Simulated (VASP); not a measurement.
Input of a VASP 6.6.1 run:

Contents of INCAR:

```
ALGO = Normal ; EDIFF = 1E-6
ENCUT = 520 ; GGA = PE
GGA_COMPAT = F ; ISIF = 2
ISMEAR = -1 ; LASPH = T
LCHARG = T ; LMAXMIX = 4
LORBIT = 11 ; LORBMOM = T
LREAL = F ; LSORBIT = T
LVHAR = T ; LWAVE = F
MAGMOM = 0 0 0 0 0 0 ; NBANDS = 32
NELM = 150 ; PREC = Accurate
SIGMA = 0.025
```

File KPOINTS:

```
k-points
0
Gamma
  7 7 7
```

POSCAR

```
WS
1.0
    3.4448484800      0.0000000000      0.0000000000
    0.0000000000      3.4448484800      0.0000000000
    0.0000000000      0.0000000000      3.4448484800
W S
1 1
Direct
    0.5000000000      0.5000000000      0.5000000000
    0.0000000000      0.0000000000      0.0000000000
```

Potentials or basis: VASP PAW PBE potentials, release 64 (W_sv, S).

Run with:

```bash
$ cat potpaw_PBE.64/W_sv/POTCAR potpaw_PBE.64/S/POTCAR > POTCAR
$ mpirun -np 1 vasp_ncl > vasp.out
```

Problem. Estimate the pressure.

Solution. -33.8 GPa.

Problem. Estimate the net moment.

Solution. 0.00 μB per cell.

Moments on the atoms (μB; x, y, z):
```
W   0.00 0.00 0.00
S   0.00 0.00 0.00
```

Caveat: the cell stands under tension.
